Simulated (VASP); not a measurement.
SnO, 4 atoms in the cell. Symmetry: Pmm2, No. 25, orthorhombic system. Conventional cell: a = 3.802 Å, b = 3.802 Å, c = 4.836 Å, α = 90.00°, β = 90.00°, γ = 90.00°. Within 2.9 Å of Sn (site symmetry mm2) lie 4 O at 2.22 to 2.39 Å. Within 2.8 Å of Sn (site symmetry mm2) lie 4 O at 2.08 to 2.22 Å. O (site symmetry mm2) has 4 Sn at 2.08 to 2.39 Å and 4 O at 2.71 Å within 2.8 Å. Within 2.9 Å of O (site symmetry mm2) lie 4 Sn at 2.22 Å and 4 O at 2.71 Å.  This cell differs from its parent crystal: atom 3 (O) moved by (+0.000, -0.300) A along x and z.

| Property | Result |
| --- | --- |
| Program | VASP 6.6.1 |
| Task | single point |
| Functional | PBEsol |
| Potentials or basis | VASP PAW PBE potentials, release 64 (Sn_d, O) |
| Cutoff | 520 eV |
| k mesh | 12 × 12 × 10 |
| Occupations | gaussian, width 0.15 eV |
| Spin | no spin polarisation |
| Dipole correction | no |
| Further INCAR settings | ALGO = Fast; EDIFF = 1e-06; NBANDS = 28 |

Potentials or basis: VASP PAW PBE potentials, release 64 (Sn_d, O).

Run with:

```console
$ cat potpaw_PBE.64/Sn_d/POTCAR potpaw_PBE.64/O/POTCAR > POTCAR
$ mpirun -np 1 vasp_std > vasp.out
```

Hardware: 1 thread of Oxide Virtual Turin-like Processor (shared host).

**Question.** How long does it take, and how much memory?

**Answer.** Run time: 16 min on 1 thread of Oxide Virtual Turin-like Processor, with other jobs on the host, peak memory 0.49 GiB. Counts: scf iterations 15, k points 294.
